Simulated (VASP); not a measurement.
# PtSe2 (P-3m1) in VASP: a series of runs, part 2 of 2

VASP 6.6.1.

### 4 Single point, PBE

Input file INCAR:

```
SYSTEM = PtSe2
PREC = Accurate ; ENCUT = 520
EDIFF = 1E-6 ; ISMEAR = 0
SIGMA = 0.05 ; LREAL = .False.
LASPH = .True. ; NELM = 60
ALGO = Normal ; ISIF = 2
LWAVE = .False. ; LCHARG = .False.
GGA = PE ; NBANDS = 18
```

Input file KPOINTS:

```
Automatic mesh
0
Gamma
  12 12 4
  0 0 0
```

Input file POSCAR:

```
PtSe2
1.0
    3.7516620337      0.0000000000      0.0000000000
   -1.8758310169      3.2490346276      0.0000000000
    0.0000000000      0.0000000000      6.5268785481
Pt Se
1 2
Direct
    0.0000000000      0.0000000000      0.0000000000
    0.3333333333      0.6666666667      0.2001869949
    0.6666666667      0.3333333333      0.7998130051
```

Potentials or basis: VASP PAW PBE potentials, release 64 (Pt, Se).

Launch:

```sh
cat potpaw_PBE.64/Pt/POTCAR potpaw_PBE.64/Se/POTCAR > POTCAR
mpirun -np 1 vasp_std > vasp.out
```

OUTCAR:

```text
SYSTEM = PtSe2
   PREC = Accurate
   ENCUT = 520
   EDIFF = 1E-6
   ISMEAR = 0
   LREAL = .False.
   LASPH = .True.
   NELM = 60
   ISIF = 2
   GGA = PE

 ion  position               nearest neighbor table
   1  0.000  0.000  0.000-   2 2.53   3 2.53   3 2.53   2 2.53   3 2.53   2 2.53
   2  0.333  0.667  0.200-   1 2.53   1 2.53   1 2.53
   3  0.667  0.333  0.800-   1 2.53   1 2.53   1 2.53

  LATTYP: Found a hexagonal cell.
 ALAT       =     3.7516620337
 C/A-ratio  =     1.7397298822

  Lattice vectors:

 A1 = (   3.7516620337,   0.0000000000,   0.0000000000)
 A2 = (  -1.8758310169,   3.2490346276,   0.0000000000)
 A3 = (   0.0000000000,   0.0000000000,   6.5268785481)

Analysis of symmetry for initial positions (statically):
=====================================================================
 Subroutine PRICEL returns:
 Original cell was already a primitive cell.

 Routine SETGRP: Setting up the symmetry group for a
 hexagonal supercell.

 Subroutine GETGRP returns: Found 12 space group operations
 (whereof 12 operations were pure point group operations)
 out of a pool of 24 trial point group operations.

The static configuration has the point symmetry D_3d.

Analysis of symmetry for dynamics (positions and initial velocities):
=====================================================================
 Subroutine PRICEL returns:
 Original cell was already a primitive cell.

 Routine SETGRP: Setting up the symmetry group for a
 hexagonal supercell.

 Subroutine GETGRP returns: Found 12 space group operations
 (whereof 12 operations were pure point group operations)
 out of a pool of 24 trial point group operations.

The dynamic configuration has the point symmetry D_3d.

 Subroutine INISYM returns: Found 12 space group operations
 (whereof 12 operations are pure point group operations),
 and found     1 'primitive' translations

----------------------------------------------------------------------------------------

                                     Primitive cell

  volume of cell :      79.5579

  direct lattice vectors                    reciprocal lattice vectors
     3.751662034  0.000000000  0.000000000     0.266548530  0.153891866  0.000000000
    -1.875831017  3.249034628  0.000000000     0.000000000  0.307783731  0.000000000
     0.000000000  0.000000000  6.526878548     0.000000000  0.000000000  0.153212595

  length of vectors
     3.751662034  3.751662034  6.526878548     0.307783731  0.307783731  0.153212595

  position of ions in fractional coordinates (direct lattice)
     0.000000000  0.000000000  0.000000000
     0.333333333  0.666666667  0.200186995
     0.666666667  0.333333333  0.799813005

  ion indices of the primitive-cell ions
   primitive index   ion index
                 1           1
                 2           2
                 3           3

----------------------------------------------------------------------------------------

 KPOINTS: Automatic mesh

Automatic generation of k-mesh.
 Grid dimensions read from file:
 generate k-points for:   12   12    4

 Generating k-lattice:

  Cartesian coordinates                     Fractional coordinates (reciprocal lattice)
     0.022212377  0.012824322  0.000000000     0.083333333  0.000000000  0.000000000
     0.000000000  0.025648644  0.000000000     0.000000000  0.083333333  0.000000000
     0.000000000  0.000000000  0.038303149     0.000000000  0.000000000  0.250000000

  Length of vectors
     0.025648644  0.025648644  0.038303149

  Shift w.r.t. Gamma in fractional coordinates (k-lattice)
     0.000000000  0.000000000  0.000000000

 Subroutine IBZKPT returns following result:
 ===========================================

 Found     69 irreducible k-points:

 Following reciprocal coordinates:
            Coordinates               Weight
  0.000000  0.000000  0.000000      1.000000
  0.083333  0.000000  0.000000      6.000000
  0.166667 -0.000000  0.000000      6.000000
  0.250000  0.000000  0.000000      6.000000
  0.333333  0.000000  0.000000      6.000000
  0.416667  0.000000  0.000000      6.000000
[... 16 lines left out ...]
  0.166667 -0.000000  0.250000      6.000000
  0.000000  0.166667  0.250000      6.000000
 [... further k-points ...]
   k-points           NKPTS =     69   k-points in BZ     NKDIM =     69   number of bands    NBANDS=     18
   number of dos      NEDOS =    301   number of ions     NIONS =      3
   total plane-waves  NPLWV =  39200
   dimension x,y,z NGX =    28 NGY =   28 NGZ =   50
   dimension x,y,z NGXF=    56 NGYF=   56 NGZF=  100
   ions per type =               1   2
   NGX,Y,Z   is equivalent  to a cutoff of  12.41, 12.41, 12.74 a.u.
   NGXF,Y,Z  is equivalent  to a cutoff of  24.82, 24.82, 25.47 a.u.
 SYSTEM =  PtSe2
   PREC   = accura    normal or accurate (medium, high low for compatibility)
   ISTART =      0    job   : 0-new  1-cont  2-samecut
   ICHARG =      2    charge: 1-file 2-atom 10-const
   ISPIN  =      1    spin polarized calculation?
   LNONCOLLINEAR =      F non collinear calculations
   LSORBIT =      F    spin-orbit coupling
   LASPH  =      T    aspherical Exc in radial PAW
   ENCUT  =  520.0 eV  38.22 Ry    6.18 a.u.   6.98  6.98 12.14*2*pi/ulx,y,z
   NELM   =     60;   NELMIN=  2; NELMDL= -5     # of ELM steps
   EDIFF  = 0.1E-05   stopping-criterion for ELM
   LREAL  =      F    real-space projection
   EDIFFG = 0.1E-04   stopping-criterion for IOM
   NSW    =      0    number of steps for IOM
   IBRION =     -1    ionic relax: 0-MD 1-quasi-New 2-CG
   NFREE  =      0    steps in history (QN), initial steepest desc. (CG)
   ISIF   =      2    stress and relaxation
   ISYM   =      2    0-nonsym 1-usesym 2-fastsym
   POTIM  = 0.5000    time-step for ionic-motion
   TEBEG  =    0.0;   TEEND  =   0.0 temperature during run
   PSTRESS=    0.0 pullay stress
   NELECT =      22.0000    total number of electrons
   NUPDOWN=      -1.0000    fix difference up-down
   EMIN   =  10.00;   EMAX   =-10.00  energy-range for DOS
   EFERMI =   0.00;   METHOD = LEGACY
   ISMEAR =     0;   SIGMA  =   0.05  broadening in eV -4-tet -1-fermi 0-gaus
   EFERMI_NEDOS =   21; number of points for ismear=-14 and -15
   IALGO  =     38    algorithm
   IMIX   =      4    mixing-type and parameters
     AMIX     =   0.40;   BMIX     =  1.00
     AMIX_MAG =   1.60;   BMIX_MAG =  1.00
  volume/ion in A,a.u.               =      26.52       178.96
  Fermi-wavevector in a.u.,A,eV,Ry     =   1.066566  2.015518 15.477494  1.137564
  Thomas-Fermi vector in A             =   2.202155
   LORBIT       =      0    0 simple, 1 ext, 2 COOP (PROOUT), +10 PAW based schemes
   GGA     = PE    functional components
   LHFCALC =     F    Hartree Fock is set to
   AEXX    =    0.0000 exact exchange contribution
   IVDW    =     0    specifies the selected vdW correction
   LEPSILON=     F    determine dielectric tensor
   LRPA    =     F    only Hartree local field effects (RPA)
 non-spin polarized calculation
 Gauss-broadening in eV      SIGMA  =   0.05
  energy-cutoff  :      520.00
  volume of cell :       79.56
 maximum number of plane-waves:      2166
   NGX = 13   NGY = 13   NGZ = 25

 number of electron      21.9999997 magnetization

 Free energy of the ion-electron system (eV)
  ---------------------------------------------------
  ext. energy  EPLUGINS =         0.00000000
  ---------------------------------------------------
  free energy    TOTEN  =       -14.30308819 eV

  energy without entropy =      -14.30308819  energy(sigma->0) =      -14.30308819

 E-fermi :   3.2915     XC(G=0):  -8.9639

 val. band max:        3.0113265246   @ k =   0.0833   0.0833   0.0000
 cond. band min:       3.8991859376   @ k =   0.0000   0.2500   0.2500
 fundamental gap:      0.8878594131
 Fermi energy:         3.2914540755

 k-point     1 :       0.0000    0.0000    0.0000
  band No.  band energies     occupation
      1     -11.1703      2.00000
      2      -9.3382      2.00000
      3      -2.3709      2.00000
      4      -2.2521      2.00000
      5      -2.2521      2.00000
      6      -0.0160      2.00000
[... 10 lines left out ...]
     17      11.1282      0.00000
     18      12.0686      0.00000
[... 463 lines left out ...]
 k-point    24 :       0.0000    0.1667    0.2500
  band No.  band energies     occupation
      1     -10.8722      2.00000
      2      -9.4047      2.00000
      3      -2.3021      2.00000
      4      -2.0888      2.00000
      5      -1.9110      2.00000
      6      -0.5001      2.00000
[... 10 lines left out ...]
     17      11.3848      0.00000
     18      12.1713      0.00000

 [... further k-points ...]
[... 5 lines left out ...]
  --------------------------------------------------------------------------------------
  -------------------------------------------------------------------------------------
  Total       -0.0238387     -0.0238387     -0.0120044      0.0000000      0.0000000      0.0000000
  in kB       -0.4800747     -0.4800747     -0.2417503      0.0000000      0.0000000      0.0000000
  external PRESSURE =      -0.4006333 kB  Pullay stress =       0.0000000 kB

 VOLUME and BASIS-vectors are now :
 -----------------------------------------------------------------------------
  energy-cutoff  :      520.00
  volume of cell :       79.56
      direct lattice vectors                 reciprocal lattice vectors
     3.751662034  0.000000000  0.000000000     0.266548530  0.153891866  0.000000000
    -1.875831017  3.249034628  0.000000000     0.000000000  0.307783731  0.000000000
     0.000000000  0.000000000  6.526878548     0.000000000  0.000000000  0.153212595

 POSITION                                       TOTAL-FORCE (eV/Angst)
 -----------------------------------------------------------------------------------
      0.00000      0.00000      0.00000        -0.000000      0.000000      0.000000
     -0.00000      2.16602      1.30660         0.000000     -0.000000     -0.001857
      1.87583      1.08301      5.22028         0.000000      0.000000      0.001857
 -----------------------------------------------------------------------------------
    total drift:                                0.000000     -0.000000     -0.000000

  FREE ENERGIE OF THE ION-ELECTRON SYSTEM (eV)
  ---------------------------------------------------
  free  energy   TOTEN  =       -14.3030881872 eV

  energy  without entropy=      -14.3030881872  energy(sigma->0) =      -14.30308819
```

OSZICAR:

```text
N       E                     dE             d eps       ncg     rms          rms(c)
DAV:   1     0.113090107967E+03    0.11309E+03   -0.96164E+03  2484   0.104E+03
DAV:   2    -0.918421326416E+01   -0.12227E+03   -0.11786E+03  3080   0.201E+02
DAV:   3    -0.150962287590E+02   -0.59120E+01   -0.58748E+01  3098   0.455E+01
DAV:   4    -0.151523435744E+02   -0.56115E-01   -0.56092E-01  3070   0.478E+00
DAV:   5    -0.151531809414E+02   -0.83737E-03   -0.83733E-03  3136   0.556E-01    0.119E+01
DAV:   6    -0.145313224746E+02    0.62186E+00   -0.41955E+00  2562   0.192E+01    0.679E+00
DAV:   7    -0.143221418052E+02    0.20918E+00   -0.85633E-01  2552   0.900E+00    0.347E+00
DAV:   8    -0.143056247398E+02    0.16517E-01   -0.56367E-02  2902   0.160E+00    0.755E-01
DAV:   9    -0.143027301862E+02    0.28946E-02   -0.90748E-03  2774   0.924E-01    0.195E-01
DAV:  10    -0.143030699651E+02   -0.33978E-03   -0.17154E-03  2752   0.244E-01    0.540E-02
DAV:  11    -0.143030800137E+02   -0.10049E-04   -0.75705E-05  3182   0.744E-02    0.299E-02
DAV:  12    -0.143030875025E+02   -0.74888E-05   -0.22368E-05  2606   0.317E-02    0.389E-03
DAV:  13    -0.143030881872E+02   -0.68473E-06   -0.22298E-06  2996   0.968E-03
   1 F= -.14303088E+02 E0= -.14303088E+02  d E =-.929015E-17
```

Wall time 2.6 min (1 thread of AMD EPYC, shared host); peak memory 0.22 GiB.

Results:

```
Free energy            : -14.3031 eV
Pressure               : 0.0 GPa
Band gap on the k mesh : 0.89 eV, indirect (least direct gap 1.04 eV)
```

Levels at points of the mesh, in eV from the valence-band top:
```tsv
k point	band 7	band 8	band 9	band 10	band 11	band 12	band 13	band 14	band 15	band 16
(0.00, 0.00, 0.00)	-3.03	-1.59	-0.26	-0.26	-0.22	2.64	2.64	4.18	5.21	8.12
(0.50, 0.00, 0.00)	-2.52	-2.48	-2.14	-2.09	-1.83	1.96	2.52	4.67	6.06	7.94
(0.00, 0.00, 0.50)	-3.03	-1.32	-1.29	-0.28	-0.28	2.71	2.71	5.28	5.82	7.27
(0.50, 0.00, 0.50)	-2.52	-2.52	-2.20	-2.03	-1.37	2.16	2.37	4.40	5.73	7.30
```

Caveat: spin-orbit coupling is left out, which moves the levels of the heavy elements; this functional lacks dispersion, which binds the layers, so the pressure and a relaxed spacing across them are unreliable. A k mesh can miss the band edges.

### 5 Single point, PBE

Input file INCAR:

```
  ALGO = Normal
  EDIFF = 1E-7
  ENCUT = 520
  GGA = PE
  ISIF = 2
  ISMEAR = 0
  LASPH = True
  LCHARG = False
  LREAL = False
  LWAVE = False
  NBANDS = 18
  NELM = 80
  PREC = Accurate
  SIGMA = 0.05
```

Input file KPOINTS:

```
k-points
0
Gamma
  12 12 6
```

POSCAR is that of step 4.

Potentials or basis: VASP PAW PBE potentials, release 64 (Pt, Se).

Launch:

```sh
cat potpaw_PBE.64/Pt/POTCAR potpaw_PBE.64/Se/POTCAR > POTCAR
mpirun -np 1 vasp_std > vasp.out
```

OUTCAR:

```text
EDIFF = 1E-7
   ENCUT = 520
   GGA = PE
   ISIF = 2
   ISMEAR = 0
   LASPH = True
   LREAL = False
   NELM = 80
   PREC = Accurate

 ion  position               nearest neighbor table
   1  0.000  0.000  0.000-   2 2.53   3 2.53   3 2.53   2 2.53   3 2.53   2 2.53
   2  0.333  0.667  0.200-   1 2.53   1 2.53   1 2.53
   3  0.667  0.333  0.800-   1 2.53   1 2.53   1 2.53

  LATTYP: Found a hexagonal cell.
 ALAT       =     3.7516620337
 C/A-ratio  =     1.7397298822

  Lattice vectors:

 A1 = (   3.7516620337,   0.0000000000,   0.0000000000)
 A2 = (  -1.8758310169,   3.2490346276,   0.0000000000)
 A3 = (   0.0000000000,   0.0000000000,   6.5268785481)

Analysis of symmetry for initial positions (statically):
=====================================================================
 Subroutine PRICEL returns:
 Original cell was already a primitive cell.

 Routine SETGRP: Setting up the symmetry group for a
 hexagonal supercell.

[... 156 lines left out ...]
   NGX = 13   NGY = 13   NGZ = 25

 number of electron      21.9999997 magnetization

 Free energy of the ion-electron system (eV)
  ---------------------------------------------------
  ext. energy  EPLUGINS =         0.00000000
  ---------------------------------------------------
  free energy    TOTEN  =       -14.30312631 eV

  energy without entropy =      -14.30312631  energy(sigma->0) =      -14.30312631

 E-fermi :   3.2461     XC(G=0):  -8.9635

 val. band max:        3.0114944897   @ k =   0.0833   0.0833   0.0000
 cond. band min:       3.8700570467   @ k =   0.0000   0.2500   0.3333
 fundamental gap:      0.8585625570
 Fermi energy:         3.2460751436

 k-point     1 :       0.0000    0.0000    0.0000
  band No.  band energies     occupation
      1     -11.1701      2.00000
      2      -9.3381      2.00000
      3      -2.3707      2.00000
      4      -2.2518      2.00000
      5      -2.2518      2.00000
      6      -0.0157      2.00000
[... 481 lines left out ...]
      5      -1.9741      2.00000
      6      -0.4988      2.00000
[... 10 lines left out ...]
     17      11.7548      0.00000
     18      12.1642      0.00000

 [... further k-points ...]
[... 5 lines left out ...]
  --------------------------------------------------------------------------------------
  -------------------------------------------------------------------------------------
  Total       -0.0275261     -0.0275261     -0.0167285      0.0000000      0.0000000      0.0000000
  in kB       -0.5543340     -0.5543340     -0.3368868      0.0000000      0.0000000      0.0000000
  external PRESSURE =      -0.4818516 kB  Pullay stress =       0.0000000 kB

 VOLUME and BASIS-vectors are now :
 -----------------------------------------------------------------------------
  energy-cutoff  :      520.00
  volume of cell :       79.56
      direct lattice vectors                 reciprocal lattice vectors
     3.751662034  0.000000000  0.000000000     0.266548530  0.153891866  0.000000000
    -1.875831017  3.249034628  0.000000000     0.000000000  0.307783731  0.000000000
     0.000000000  0.000000000  6.526878548     0.000000000  0.000000000  0.153212595

 POSITION                                       TOTAL-FORCE (eV/Angst)
 -----------------------------------------------------------------------------------
      0.00000      0.00000      0.00000        -0.000000      0.000000      0.000000
     -0.00000      2.16602      1.30660         0.000000     -0.000000     -0.001728
      1.87583      1.08301      5.22028        -0.000000      0.000000      0.001728
 -----------------------------------------------------------------------------------
    total drift:                                0.000000     -0.000000     -0.000000

  FREE ENERGIE OF THE ION-ELECTRON SYSTEM (eV)
  ---------------------------------------------------
  free  energy   TOTEN  =       -14.3031263112 eV

  energy  without entropy=      -14.3031263112  energy(sigma->0) =      -14.30312631
```

It took 5.1 min on 1 thread of AMD EPYC, shared host; peak memory 0.26 GiB.

What came out:

```yaml
Free_energy: -14.3031 eV
Pressure: 0.0 GPa
Band_gap_on_the_k_mesh: 0.86 eV, indirect (least direct gap 1.09 eV)
```

Caveat: spin-orbit coupling is left out, which moves the levels of the heavy elements; this functional lacks dispersion, which binds the layers, so the pressure and a relaxed spacing across them are unreliable. A k mesh can miss the band edges.

### 6 Overview

```tsv
task	level	potentials or basis	cell	k mesh	cutoff (eV)	smearing	gap on the mesh (eV)	pressure (GPa)
relaxation of cell and atoms	PBE	VASP PAW PBE potentials, release 64 (Pt, Se)	relaxed from a = 3.752, b = 3.752, c = 6.527 Å, angles 90.0, 90.0, 120.0°, 3 atoms	12 × 12 × 4	600	gaussian 0.02 eV	0.89	0.0
single point	LDA	VASP PAW LDA potentials, release 64 (Pt, Se)	a = 3.652, b = 3.652, c = 5.420 Å, angles 90.0, 90.0, 120.0°, 3 atoms	15 × 15 × 8	520	gaussian 0.1 eV	0.17	13.9
single point	PBE	VASP PAW PBE potentials, release 64 (Pt, Se)	a = 3.752, b = 3.752, c = 6.527 Å, angles 90.0, 90.0, 120.0°, 3 atoms	12 × 12 × 4	520	gaussian 0.05 eV	0.89	0.0
single point	PBE	VASP PAW PBE potentials, release 64 (Pt, Se)	a = 3.752, b = 3.752, c = 6.527 Å, angles 90.0, 90.0, 120.0°, 3 atoms	12 × 12 × 6	520	gaussian 0.05 eV	0.86	0.0
```

Alike in all rows: no spin polarisation.

Caveats: spin-orbit coupling is left out, which moves the levels of the heavy elements; this functional lacks dispersion, which binds the layers, so the pressure and a relaxed spacing across them are unreliable (some runs); forces of over 1 eV/Å act on the atoms, so gaps and moduli don't describe the material at rest (some runs).

Total energies depend on the potentials used, so only differences within one code and one set of settings carry meaning.
